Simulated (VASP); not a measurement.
Input of a VASP 6.6.1 run:

POSCAR

```
Si
1.0
    0.0000000000      5.4437023800     -5.4437023800
    5.4437023800      5.4437023800      0.0000000000
    5.4437023800      0.0000000000     -5.4437023800
Si
15
Direct
    0.1250000000      0.1250000000      0.1250000000
    0.1250000000      0.6250000000      0.1250000000
    0.6250000000      0.1250000000      0.1250000000
    0.6250000000      0.6250000000      0.1250000000
    0.1250000000      0.1250000000      0.6250000000
    0.1250000000      0.6250000000      0.6250000000
    0.6250000000      0.1250000000      0.6250000000
    0.6250000000      0.6250000000      0.6250000000
    0.2500000000      0.7500000000      0.2500000000
    0.2500000000      0.2500000000      0.2500000000
    0.7500000000      0.7500000000      0.2500000000
    0.2500000000      0.7500000000      0.7500000000
    0.2500000000      0.2500000000      0.7500000000
    0.7500000000      0.7500000000      0.7500000000
    0.7500000000      0.2500000000      0.7500000000
```

The input INCAR.step1:

```
SYSTEM = Si
ALGO     = Normal         ! electronic algorithm
EDIFF    = 1E-4           ! SCF threshold, eV
ENCUT    = 520            ! plane-wave cutoff, eV
GGA      = PE             ! functional
ISMEAR   = 0              ! smearing method
LASPH    = .TRUE.         ! aspherical terms in the spheres
LCHARG   = .FALSE.        ! write CHGCAR
LREAL    = Auto         
LWAVE    = .TRUE.         ! write WAVECAR
NELECT   = 62.0         
NELM     = 60             ! most SCF steps
PREC     = Accurate       ! precision mode
SIGMA    = 0.02           ! smearing width, eV
```

The input INCAR.step2:

```
SYSTEM = Si
ALGO     = Normal         ! electronic algorithm
EDIFF    = 1E-6           ! SCF threshold, eV
EDIFFG   = -0.02          ! ionic threshold
ENCUT    = 520            ! plane-wave cutoff, eV
IBRION   = 2              ! ionic algorithm
ISIF     = 2              ! what is computed and relaxed
ISMEAR   = 0              ! smearing method
ISTART   = 1            
LASPH    = .TRUE.         ! aspherical terms in the spheres
LCHARG   = .FALSE.        ! write CHGCAR
LMIXTAU  = .TRUE.       
LREAL    = Auto         
LWAVE    = .FALSE.        ! write WAVECAR
METAGGA  = R2SCAN         ! meta-GGA
NELECT   = 62.0         
NELM     = 60             ! most SCF steps
NSW      = 80             ! ionic steps
PREC     = Accurate       ! precision mode
SIGMA    = 0.02           ! smearing width, eV
```

Contents of KPOINTS:

```
k-points
0
G
  2 2 2
  0 0 0
```

Potentials or basis: VASP PAW PBE potentials, release 64 (Si).

Run with:

```sh
$ cat potpaw_PBE.64/Si/POTCAR > POTCAR
$ cp INCAR.step1 INCAR
$ mpirun -np 1 vasp_std > vasp.out
$ cp INCAR.step2 INCAR
$ mpirun -np 1 vasp_std > vasp.out
```

(1) Predict the energy gained by relaxing.

Results:

(1) 14.2 meV/atom.

Caveat: the k points lie up to 0.50 Å⁻¹ apart; the cell carries a net charge on a neutralising background, which shifts energy and pressure; the cell differs from its parent crystal (atoms taken out).
